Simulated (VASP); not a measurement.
Here is a VASP 6.6.1 calculation.

Contents of INCAR:

```
SYSTEM = CdSe
PREC = Accurate
ENCUT = 600
EDIFF = 1E-6
ISMEAR = 0
SIGMA = 0.02
LREAL = .False.
LASPH = .True.
NELM = 100
ALGO = Normal
ISIF = 3
LWAVE = .False.
LCHARG = .False.
GGA = CA
IBRION = 2
NSW = 100
EDIFFG = -0.002
```

File KPOINTS:

```
Automatic mesh
0
Gamma
  9 9 6
  0 0 0
```

Contents of POSCAR:

```
CdSe
1.0
    4.3000000000      0.0000000000      0.0000000000
   -2.1500000000      3.7239092363      0.0000000000
    0.0000000000      0.0000000000      7.0110000000
Cd Se
2 2
Direct
    0.3333333333      0.6666666667      0.0000000000
    0.6666666667      0.3333333333      0.5000000000
    0.3333333333      0.6666666667      0.3760000000
    0.6666666667      0.3333333333      0.8760000000
```

Potentials or basis: VASP PAW LDA potentials, release 64 (Cd, Se).

The run is started by

```console
$ cat potpaw_LDA.64/Cd/POTCAR potpaw_LDA.64/Se/POTCAR > POTCAR
$ mpirun -np 1 vasp_std > vasp.out
```

(1) Predict the band gap on the k mesh.

(2) Estimate the relaxed volume.

(3) What does it give for the relaxed cell?

Answers

(1) 0.48 eV.

(2) 27.32 Å³/atom.

(3) a = 4.258 Å, b = 4.258 Å, c = 6.958 Å, α = 90.00°, β = 90.00°, γ = 120.00°.
